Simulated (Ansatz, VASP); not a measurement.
PtS2 in VASP and in Ansatz

```
CELL_PARAMETERS angstrom
3.54874 0.00000 0.00000
-1.77437 3.07330 0.00000
0.00000 0.00000 5.59707
ATOMIC_POSITIONS crystal
Pt 0.00000 0.00000 0.00000
S 0.66667 0.33333 0.77966
S 0.33333 0.66667 0.22034
```

Alike in both runs: task single point; functional PBE; k mesh 6 × 6 × 4; occupations gaussian, width 0.1 eV; no spin polarisation.

|  | VASP | Ansatz |
| --- | --- | --- |
| version | VASP 6.6.1 | Ansatz 0.2.0 |
| potentials or method | VASP PAW PBE potentials, release 64 (Pt, S), cutoff 500 eV | scalar-relativistic, plane waves, PAW |
| valence electrons in the cell | 22 | 30 |

Ansatz gave:

| Item | Value |
| --- | --- |
| gap on the k mesh at the Fermi level (eV) | 1.33 |
| least direct gap on the mesh (eV) | 1.64 |
| pressure (GPa) | 2.3 |
| traceless stress, the component that is largest in VASP (GPa) | -0.95 |
| rms of the force components (eV/Å) | 0.034 |

Q: Estimate VASP's values.

A: gap on the k mesh at the Fermi level (eV): 1.33; least direct gap on the mesh (eV): 1.64; pressure (GPa): 1.9; traceless stress, the component that is largest in VASP (GPa): -0.84; rms of the force components (eV/Å): 0.015.

Atom by atom the forces differ by 0.018 eV/Å (rms over components). VASP's potentials hold 22 valence electrons a cell and Ansatz's 30, so a difference there can come from the potentials and not from the codes. Ansatz's warnings: structure snapped to symmetry.

Neither program's run includes spin-orbit coupling.
